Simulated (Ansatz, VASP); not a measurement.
## One calculation of In3B2As, two programs

File INCAR:

```
SYSTEM = In3B2As
  ALGO = Normal
  EDIFF = 1E-7
  ENCUT = 520
  GGA = PE
  ISIF = 2
  ISMEAR = 0
  LASPH = .TRUE.
  LCHARG = .FALSE.
  LREAL = .FALSE.
  LWAVE = .FALSE.
  NBANDS = 34
  NELM = 100
  PREC = Accurate
  SIGMA = 0.1
```

File KPOINTS:

```
k-points
0
G
  3 3 3
  0 0 0
```

POSCAR

```
In3B2As
1.0
    3.2411722800      1.8712916900      3.7271181600
   -3.2411722800      1.8712916900      3.7271181600
    0.0000000000     -3.7425833800      3.7271181600
In B As
3 2 1
Direct
    0.5000000000      0.5000000000      0.0000000000
    0.0000000000      0.5000000000      0.5000000000
    0.5000000000      0.0000000000      0.5000000000
    0.3373006000      0.3373006000      0.3373006000
    0.6626994000      0.6626994000      0.6626994000
    0.5000000000      0.5000000000      0.5000000000
```

Input for Ansatz:

```yaml
crystal:
  lattice:
    - [3.24117228, 1.87129169, 3.72711816]
    - [-3.24117228, 1.87129169, 3.72711816]
    - [0.0, -3.74258338, 3.72711816]
  atoms:
    - { symbol: In, position: [0.5, 0.5, 0.0] }
    - { symbol: In, position: [0.0, 0.5, 0.5] }
    - { symbol: In, position: [0.5, 0.0, 0.5] }
    - { symbol: B, position: [0.3373006, 0.3373006, 0.3373006] }
    - { symbol: B, position: [0.6626994, 0.6626994, 0.6626994] }
    - { symbol: As, position: [0.5, 0.5, 0.5] }
basis:
  ecutwfc: 420
kpoints:
  mp_grid: { grid: [3, 3, 3] }
hamiltonian:
  xc: pbe
scf:
  occupations: { method: gaussian, width: 0.1 }
  lower_state_search: "off"
output:
  forces: true
  stress: true
  eigenvalues: true
```

Alike in both runs: task single point; functional PBE; k mesh 3 × 3 × 3; occupations gaussian, width 0.1 eV; no spin polarisation.

|  | VASP | Ansatz |
| --- | --- | --- |
| version | VASP 6.6.1 | Ansatz 0.2.0 |
| potentials or method | VASP PAW PBE potentials, release 64 (In_d, B, As), cutoff 520 eV | scalar-relativistic, plane waves, PAW |
| valence electrons in the cell | 50 | 60 |

VASP gave:

| Quantity | Value |
| --- | --- |
| gap on the k mesh at the Fermi level (eV) | 0.04 |
| least direct gap on the mesh (eV) | 0.32 |
| rms of the force components (eV/Å) | 1.221 |

Problem. Estimate Ansatz's values.

Solution. gap on the k mesh at the Fermi level (eV): 0.05; least direct gap on the mesh (eV): 0.33; rms of the force components (eV/Å): 1.169.

Atom by atom the forces differ by 0.052 eV/Å (rms over components). VASP's potentials hold 50 valence electrons a cell and Ansatz's 60, so a difference there can come from the potentials and not from the codes.
